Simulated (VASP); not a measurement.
Write the native input for VASP 6.6.1 that does the following.

| Item | Value |
| --- | --- |
| Task | single point |
| Functional | LDA |
| Potentials or basis | VASP PAW LDA potentials, release 64 (Pb_d, S) |
| Cutoff | 520 eV |
| k mesh | 7 × 7 × 6 |
| Occupations | fermi-dirac, width 0.05 eV |
| Spin | no spin polarisation |
| Dipole correction | no |
| Further INCAR settings | ALGO = Normal; EDIFF = 1e-07; NBANDS = 28 |

The structure of PbS lies in POSCAR:

```
PbS
1.0
    2.1073236324     -6.0701387599      0.0000000000
    2.1073236324      6.0701387599      0.0000000000
    0.0000000000      0.0000000000      4.3356342523
Pb S
2 2
Direct
    0.1305633500      0.8694366500      0.2500000000
    0.8694366500      0.1305633500      0.7500000000
    0.3547970900      0.6452029100      0.2500000000
    0.6452029100      0.3547970900      0.7500000000
```

This cell differs from its parent crystal: volume scaled by 1.04.

One way to write it, as run:

INCAR

```
SYSTEM = PbS
PREC = Accurate ; ENCUT = 520
EDIFF = 1E-7 ; ISMEAR = -1
SIGMA = 0.05 ; LREAL = .FALSE.
LASPH = .TRUE. ; NELM = 100
ALGO = Normal ; ISIF = 2
LWAVE = .FALSE. ; LCHARG = .FALSE.
NBANDS = 28
```

KPOINTS

```
regular mesh
0
G
  7 7 6
  0 0 0
```

Potentials or basis: VASP PAW LDA potentials, release 64 (Pb_d, S).

Run with:

```sh
$ cat potpaw_LDA.64/Pb_d/POTCAR potpaw_LDA.64/S/POTCAR > POTCAR
$ mpirun -np 1 vasp_std > vasp.out
```

It gave:

- Pressure: -5.2 GPa
- Largest force: 0.322 eV/Å
- Band gap on the k mesh: 1.17 eV, indirect (least direct gap 1.27 eV)

Caveat: spin-orbit coupling is left out, which moves the levels of the heavy elements.

Wall time 2.9 min on 1 thread of Intel(R) Xeon(R) Platinum 8375C CPU @ 2.90GHz (Ice Lake), on a shared host, peak memory 0.32 GiB.
